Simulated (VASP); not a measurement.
Bi:

```
Bi
1.0
     0.00000    3.39750    3.39750
     3.39750    0.00000    3.39750
     3.39750    3.39750    0.00000
Bi
2
Cartesian
  3.3975 3.3975 3.3975
  5.0963 5.0963 5.0963
```

```yaml
Program: VASP 6.6.1
Task: relaxation of cell and atoms
Functional: PBEsol
Potentials_or_basis: VASP PAW PBE potentials, release 64 (Bi_d)
Cutoff: 600 eV
k_mesh: 4 × 4 × 4
Occupations: gaussian, width 0.1 eV
Spin: no spin polarisation
```

At the start: pressure 6.4 GPa; volume 39.22 Å³/atom.

Task: Where does the relaxation end?

Result: Over 3 steps the energy falls by 106.1 meV/atom and the volume is 45.15 Å³/atom (+15.1 %); space group Fd-3m (No. 227, to 0.05 Å).

Step by step:
```csv
step,energy change (eV),largest force (eV/Å),pressure (GPa),volume (Å³)
1,0.0000,0.0000,6.42,78.43
2,-0.1558,0.0000,-2.26,97.67
3,-0.2121,0.0000,-0.02,90.31
```

Final structure:
```
Bi
1.0
     0.00000    3.56095    3.56095
     3.56095    0.00000    3.56095
     3.56095    3.56095    0.00000
Bi
2
Direct
  0.50000 0.50000 0.50000
  0.75000 0.75000 0.75000
```

Caveat: the k points lie up to 0.38 Å⁻¹ apart in the final cell; the volume moved by over 15 % at a fixed basis, so the end points are rough; the PAW data sets were made with another functional, which shifts forces and pressure a little.
